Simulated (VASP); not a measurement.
A run of VASP 6.6.1:

The input INCAR:

```
PREC = Accurate
ENCUT = 520
EDIFF = 1E-6
ISMEAR = -1
SIGMA = 0.05
LREAL = Auto
LASPH = T
NELM = 100
ALGO = Normal
ISIF = 2
LWAVE = F
LCHARG = F
GGA = PS
ISYM = 0
NBANDS = 190
```

Contents of KPOINTS:

```
Automatic mesh
0
Gamma
  1 1 1
  0.25 0.25 0.25
```

The input POSCAR:

```
Ca3Mg13O16
1.0
    8.6813448276      0.0000000000      0.0000000000
    0.0000000000      8.6813448276      0.0000000000
    0.0000000000      0.0000000000      8.6813448276
O Mg Ca
32 26 6
Direct
    0.2528860000      0.9861910000      0.9987130000
    0.2629640000      0.9870090000      0.5016160000
    0.2510170000      0.5156020000      0.9897170000
    0.2528060000      0.5138030000      0.5100690000
    0.7476280000      0.9873120000      0.0009100000
    0.7385170000      0.9951370000      0.4977810000
    0.7491370000      0.5144200000      0.0098130000
    0.7475690000      0.5056620000      0.4894040000
    0.9990850000      0.2562660000      0.9997280000
    0.9882980000      0.2635940000      0.4997940000
    0.9995580000      0.7486060000      0.9997420000
    0.9980730000      0.7394420000      0.4997360000
    0.5010710000      0.2523550000      0.9996820000
    0.5112630000      0.2528980000      0.4998870000
    0.5006900000      0.7497110000      0.9997770000
    0.5022460000      0.7479850000      0.4996540000
    0.9977530000      0.0003190000      0.2375410000
    0.0018840000      0.0001530000      0.7619740000
    0.9894940000      0.5006890000      0.2474120000
    0.0106510000      0.5006140000      0.7519460000
    0.5017080000      0.9997620000      0.2472650000
    0.4993420000      0.9996350000      0.7522510000
    0.5099190000      0.4999520000      0.2490290000
    0.4901220000      0.5000820000      0.7503260000
    0.2491290000      0.2356440000      0.2510940000
    0.2497300000      0.2422570000      0.7489170000
    0.2498690000      0.7612610000      0.2504520000
    0.2503420000      0.7546050000      0.7493780000
    0.7501120000      0.2444500000      0.2609010000
    0.7505730000      0.2370010000      0.7378940000
    0.7499420000      0.7545180000      0.2515310000
    0.7502890000      0.7614170000      0.7475120000
    0.9999360000      0.9927790000      0.9997620000
    0.9997590000      0.5065620000      0.9996290000
    0.9961100000      0.5034710000      0.4993480000
    0.5003840000      0.9934990000      0.9997590000
    0.5021350000      0.9957530000      0.4997260000
    0.5003940000      0.5065480000      0.9996310000
    0.5033440000      0.5040000000      0.4994920000
    0.2508810000      0.7522520000      0.9973080000
    0.2537960000      0.7507460000      0.5023760000
    0.7478270000      0.2495190000      0.4977220000
    0.7494160000      0.7522940000      0.0023620000
    0.7471350000      0.7508590000      0.4971100000
    0.2538000000      0.9957610000      0.2463740000
    0.2535240000      0.9948920000      0.7529280000
    0.2506150000      0.5087660000      0.7499120000
    0.7469350000      0.9965700000      0.2496250000
    0.7466570000      0.9972230000      0.7497210000
    0.7494630000      0.5054080000      0.2513590000
    0.9934630000      0.2502760000      0.2490300000
    0.0010170000      0.2500220000      0.7509010000
    0.9967090000      0.7509160000      0.2470050000
    0.0026930000      0.7509410000      0.7523790000
    0.5065370000      0.2467800000      0.2525650000
    0.4997670000      0.2464060000      0.7473530000
    0.5031320000      0.7532300000      0.2497880000
    0.4981490000      0.7532440000      0.7496430000
    0.9986710000      0.9985610000      0.4997440000
    0.2502770000      0.2486150000      0.9985550000
    0.2522240000      0.2509480000      0.5013410000
    0.7499130000      0.2479350000      0.0013840000
    0.2500240000      0.5038780000      0.2497850000
    0.7500650000      0.5020290000      0.7478680000
```

Potentials or basis: VASP PAW PBE potentials, release 64 (O, Mg, Ca_sv).

Run with:

```console
$ cat potpaw_PBE.64/O/POTCAR potpaw_PBE.64/Mg/POTCAR potpaw_PBE.64/Ca_sv/POTCAR > POTCAR
$ mpirun -np 1 vasp_std > vasp.out
```

Hardware: 1 thread of Intel(R) Xeon(R) Platinum 8259CL CPU @ 2.50GHz (Skylake/Cascade Lake) (shared host).

Question: How long does it take, and how much memory?

Answer: Run time: 20 min on 1 thread of Intel(R) Xeon(R) Platinum 8259CL CPU @ 2.50GHz (Skylake/Cascade Lake) (shared host), peak memory 0.89 GiB. Counts: scf iterations 18, k points 4.
